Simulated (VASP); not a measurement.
Write the native input for VASP 6.6.1 that does the following.

| Quantity | Value |
| --- | --- |
| Task | single point |
| Functional | r2SCAN50 |
| Potentials or basis | VASP PAW PBE potentials, release 64 (I) |
| Cutoff | 520 eV |
| k mesh | 5 × 5 × 5 |
| Occupations | fermi-dirac, width 0.05 eV |
| Spin | no spin polarisation |
| Dipole correction | no |
| Grid for exact exchange (PRECFOCK) | Normal |
| Further INCAR settings | ALGO = Normal; EDIFF = 1e-06; NBANDS = 10 |
| Share of exact exchange | 0.5 |

Crystal: I.

```
I
1.0
     0.00000    2.33363    3.85700
     2.16262    0.00000    3.85700
     2.16262    2.33363    0.00000
I
1
Direct
  0.00000 0.00000 0.00000
```

The input as run:

POSCAR

```
I
1.0
    0.0000000000      2.3336289500      3.8569979773
    2.1626168959      0.0000000000      3.8569979773
    2.1626168959      2.3336289500      0.0000000000
I
1
Direct
    0.0000000000      0.0000000000      0.0000000000
```

INCAR.step1

```
  ALGO = Normal
  EDIFF = 1E-5
  ENCUT = 520
  GGA = PE
  ISIF = 2
  ISMEAR = -1
  LASPH = T
  LCHARG = F
  LREAL = F
  LWAVE = T
  NBANDS = 10
  NELM = 80
  PREC = Accurate
  SIGMA = 0.05
```

INCAR.step2

```
  AEXX = 0.5
  ALGO = Normal
  EDIFF = 1E-6
  ENCUT = 520
  ISIF = 2
  ISMEAR = -1
  ISTART = 1
  LASPH = T
  LCHARG = F
  LHFCALC = T
  LMIXTAU = T
  LREAL = F
  LWAVE = F
  METAGGA = R2SCAN
  NBANDS = 10
  NELM = 80
  PREC = Accurate
  PRECFOCK = Normal
  SIGMA = 0.05
```

KPOINTS

```
k-points
0
Gamma
  5 5 5
```

Potentials or basis: VASP PAW PBE potentials, release 64 (I).

Launch:

```bash
$ cat potpaw_PBE.64/I/POTCAR > POTCAR
$ cp INCAR.step1 INCAR
$ mpirun -np 1 vasp_std > vasp.out
$ cp INCAR.step2 INCAR
$ mpirun -np 1 vasp_std > vasp.out
```

Results of the run:

| Quantity | Value |
| --- | --- |
| Pressure | -1.6 GPa |
| Band gap on the k mesh | zero (an odd number of electrons rules out a gap without spin polarisation) |

Caveat: the k points lie up to 0.43 Å⁻¹ apart, too coarse for converged energies and pressures of a metal; the PAW data sets were made with another functional, which shifts forces and pressure a little; spin-orbit coupling is left out, which moves the levels of the heavy elements; an odd number of electrons without spin polarisation forces a metal; a magnetic or distorted state may lie lower.

It took 11 min on 1 thread of Intel(R) Xeon(R) Platinum 8259CL CPU @ 2.50GHz (Skylake/Cascade Lake) (shared host), peak memory 0.18 GiB.
